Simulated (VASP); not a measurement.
# GaAs in VASP: further runs, part 2 of 2

VASP 6.6.1. Earlier steps stand in the parts before.

## (4) Single point, PBE

This run uses another cell than the first one, of 22.59 Å³/atom, 0.943 times its volume.

Input file INCAR:

```
SYSTEM = GaAs
PREC = Accurate
ENCUT = 520
EDIFF = 1E-6
ISMEAR = -1
SIGMA = 0.05
LREAL = .FALSE.
LASPH = .TRUE.
NELM = 60
ALGO = Normal
ISIF = 2
LWAVE = .FALSE.
LCHARG = .FALSE.
GGA = PE
NBANDS = 16
```

Input file KPOINTS:

```
Automatic mesh
0
G
  11 11 11
  0 0 0
```

Input file POSCAR:

```
GaAs
1.0
    0.0000000000      2.8268500000      2.8268500000
    2.8268500000      0.0000000000      2.8268500000
    2.8268500000      2.8268500000      0.0000000000
Ga As
1 1
Direct
    0.0000000000      0.0000000000      0.0000000000
    0.7500000000      0.7500000000      0.7500000000
```

Potentials or basis: VASP PAW PBE potentials, release 64 (Ga_d, As).

Started as:

```bash
$ cat potpaw_PBE.64/Ga_d/POTCAR potpaw_PBE.64/As/POTCAR > POTCAR
$ mpirun -np 1 vasp_std > vasp.out
```

OUTCAR:

```text
SYSTEM = GaAs
   PREC = Accurate
   ENCUT = 520
   EDIFF = 1E-6
   ISMEAR = -1
   LREAL = .FALSE.
   LASPH = .TRUE.
   NELM = 60
   ISIF = 2
   GGA = PE

 ion  position               nearest neighbor table
   1  0.000  0.000  0.000-   2 2.45   2 2.45   2 2.45   2 2.45
   2  0.750  0.750  0.750-   1 2.45   1 2.45   1 2.45   1 2.45

  LATTYP: Found a face centered cubic cell.
 ALAT       =     5.6537000000

  Lattice vectors:

 A1 = (   0.0000000000,   2.8268500000,   2.8268500000)
 A2 = (   2.8268500000,   0.0000000000,   2.8268500000)
 A3 = (   2.8268500000,   2.8268500000,   0.0000000000)

Analysis of symmetry for initial positions (statically):
=====================================================================
 Subroutine PRICEL returns:
 Original cell was already a primitive cell.

 Routine SETGRP: Setting up the symmetry group for a
 face centered cubic supercell.

 Subroutine GETGRP returns: Found 24 space group operations
 (whereof 24 operations were pure point group operations)
 out of a pool of 48 trial point group operations.

The static configuration has the point symmetry T_d .

Analysis of symmetry for dynamics (positions and initial velocities):
=====================================================================
 Subroutine PRICEL returns:
 Original cell was already a primitive cell.

 Routine SETGRP: Setting up the symmetry group for a
 face centered cubic supercell.

 Subroutine GETGRP returns: Found 24 space group operations
 (whereof 24 operations were pure point group operations)
 out of a pool of 48 trial point group operations.

The dynamic configuration has the point symmetry T_d .

 Subroutine INISYM returns: Found 24 space group operations
 (whereof 24 operations are pure point group operations),
 and found     1 'primitive' translations
[... 103 lines left out ...]
   POTIM  = 0.5000    time-step for ionic-motion
   TEBEG  =    0.0;   TEEND  =   0.0 temperature during run
   PSTRESS=    0.0 pullay stress
   NELECT =      18.0000    total number of electrons
   NUPDOWN=      -1.0000    fix difference up-down
   EMIN   =  10.00;   EMAX   =-10.00  energy-range for DOS
   EFERMI =   0.00;   METHOD = LEGACY
   ISMEAR =    -1;   SIGMA  =   0.05  broadening in eV -4-tet -1-fermi 0-gaus
   EFERMI_NEDOS =   21; number of points for ismear=-14 and -15
   IALGO  =     38    algorithm
   IMIX   =      4    mixing-type and parameters
     AMIX     =   0.40;   BMIX     =  1.00
     AMIX_MAG =   1.60;   BMIX_MAG =  1.00
  volume/ion in A,a.u.               =      22.59       152.44
  Fermi-wavevector in a.u.,A,eV,Ry     =   1.204628  2.276417 19.743799  1.451128
  Thomas-Fermi vector in A             =   2.340347
   LORBIT       =      0    0 simple, 1 ext, 2 COOP (PROOUT), +10 PAW based schemes
   GGA     = PE    functional components
   LHFCALC =     F    Hartree Fock is set to
   AEXX    =    0.0000 exact exchange contribution
   IVDW    =     0    specifies the selected vdW correction
   LEPSILON=     F    determine dielectric tensor
   LRPA    =     F    only Hartree local field effects (RPA)
 non-spin polarized calculation
  energy-cutoff  :      520.00
  volume of cell :       45.18
 maximum number of plane-waves:      1243
 NGX is ok and might be reduce to    30
   NGX = 15   NGY = 15   NGZ = 15

 number of electron      17.9999995 magnetization

 Free energy of the ion-electron system (eV)
  ---------------------------------------------------
  ext. energy  EPLUGINS =         0.00000000
  ---------------------------------------------------
  free energy    TOTEN  =        -8.25146623 eV

  energy without entropy =       -8.25145407  energy(sigma->0) =       -8.25146015

 E-fermi :   4.2309     XC(G=0):  -9.5885

 val. band max:        3.9307354366   @ k =   0.0000   0.0000   0.0000
 cond. band min:       4.4514159769   @ k =   0.0000   0.0000   0.0000
 fundamental gap:      0.5206805403
 Fermi energy:         4.2308718440

 k-point     1 :       0.0000    0.0000    0.0000
  band No.  band energies     occupation
      1     -10.8750      2.00000
      2     -10.8750      2.00000
      3     -10.8750      2.00000
      4     -10.7958      2.00000
      5     -10.7958      2.00000
      6      -8.7948      2.00000
[... 433 lines left out ...]
      3     -10.8573      2.00000
      4     -10.7988      2.00000
      5     -10.7937      2.00000
      6      -7.8369      2.00000
[... 8 lines left out ...]
     15      14.1654      0.00000
     16      14.8733      0.00000

 [... further k-points ...]
[... 5 lines left out ...]
  --------------------------------------------------------------------------------------
  -------------------------------------------------------------------------------------
  Total        0.9777453      0.9777453      0.9777453      0.0000000      0.0000000      0.0000000
  in kB       34.6735278     34.6735278     34.6735278      0.0000000      0.0000000      0.0000000
  external PRESSURE =      34.6735278 kB  Pullay stress =       0.0000000 kB

 VOLUME and BASIS-vectors are now :
 -----------------------------------------------------------------------------
  energy-cutoff  :      520.00
  volume of cell :       45.18
      direct lattice vectors                 reciprocal lattice vectors
     0.000000000  2.826850000  2.826850000    -0.176875321  0.176875321  0.176875321
     2.826850000  0.000000000  2.826850000     0.176875321 -0.176875321  0.176875321
     2.826850000  2.826850000  0.000000000     0.176875321  0.176875321 -0.176875321

 POSITION                                       TOTAL-FORCE (eV/Angst)
 -----------------------------------------------------------------------------------
      0.00000      0.00000      0.00000        -0.000000     -0.000000     -0.000000
      4.24027      4.24027      4.24027         0.000000      0.000000      0.000000
 -----------------------------------------------------------------------------------
    total drift:                               -0.000002     -0.000002     -0.000002

  FREE ENERGIE OF THE ION-ELECTRON SYSTEM (eV)
  ---------------------------------------------------
  free  energy   TOTEN  =        -8.2514662285 eV

  energy  without entropy=       -8.2514540655  energy(sigma->0) =       -8.25146015
```

It took 1.8 min on 1 thread of Intel Xeon 8259CL, shared host; peak memory 0.19 GiB.

Results:

- Free energy: -8.2515 eV
- Pressure: 3.5 GPa
- Band gap on the k mesh: 0.52 eV, direct

A k mesh can miss the band edges. A hybrid or GW would open this gap; PBE tends to underestimate it.

## (5) Single point, PBE, collinear spin, zero start

This run uses another cell than the first one, of 22.59 Å³/atom, 0.943 times its volume.

Input file INCAR:

```
PREC = Accurate
ENCUT = 520
EDIFF = 1E-6
ISMEAR = -1
SIGMA = 0.05
LREAL = F
LASPH = T
NELM = 150
ALGO = Normal
ISIF = 2
LWAVE = F
LCHARG = F
ISPIN = 2
MAGMOM = 0 0
LORBIT = 11
GGA = PE
NBANDS = 20
```

Input file KPOINTS:

```
Automatic mesh
0
Gamma
  11 11 11
```

POSCAR is that of step 4.

Started as:

```bash
$ cat potpaw_PBE.64/Ga_d/POTCAR potpaw_PBE.64/As/POTCAR > POTCAR
$ mpirun -np 1 vasp_std > vasp.out
```

Wall time 3.9 min (1 thread of Intel Xeon 8259CL, shared host); peak memory 0.24 GiB.

The run converged. Its results:

- Free energy: -8.2515 eV
- Pressure: 3.5 GPa
- Band gap on the k mesh: 0.52 eV, direct
- Net moment: 0.00 μB per cell
- Valence electrons inside the program's atomic spheres: Ga 11.68; As 2.84

Levels at points of the mesh, in eV from the valence-band top:
Spin up:
| k point | band 5 | band 6 | band 7 | band 8 | band 9 | band 10 | band 11 | band 12 | band 13 | band 14 |
| --- | --- | --- | --- | --- | --- | --- | --- | --- | --- | --- |
| (0.00, 0.00, 0.00) | -14.73 | -12.73 | 0.00 | 0.00 | 0.00 | 0.52 | 3.73 | 3.73 | 3.73 | 7.59 |
Spin down:
| k point | band 7 | band 8 | band 9 | band 10 | band 11 | band 12 |
| --- | --- | --- | --- | --- | --- | --- |
| (0.00, 0.00, 0.00) | 0.00 | 0.00 | 0.00 | 0.52 | 3.73 | 3.73 |

## (6) Summary

```tsv
spin	cell	gap on the mesh (eV)	pressure (GPa)
off	a = 4.058, b = 4.058, c = 4.118 Å, angles 59.5, 59.5, 61.0°, 2 atoms	-	-0.5
off	a = 3.998 Å, angles 60.0°, 2 atoms	0.52	3.5
collinear, zero start	a = 3.998 Å, angles 60.0°, 2 atoms	0.52	3.5
```

Alike in all rows: task single point; level PBE; potentials or basis VASP PAW PBE potentials, release 64 (Ga_d, As); k mesh 11 × 11 × 11; cutoff (eV) 520; smearing fermi-dirac 0.05 eV.

Absolute energies hang on the potentials; compare differences alone.
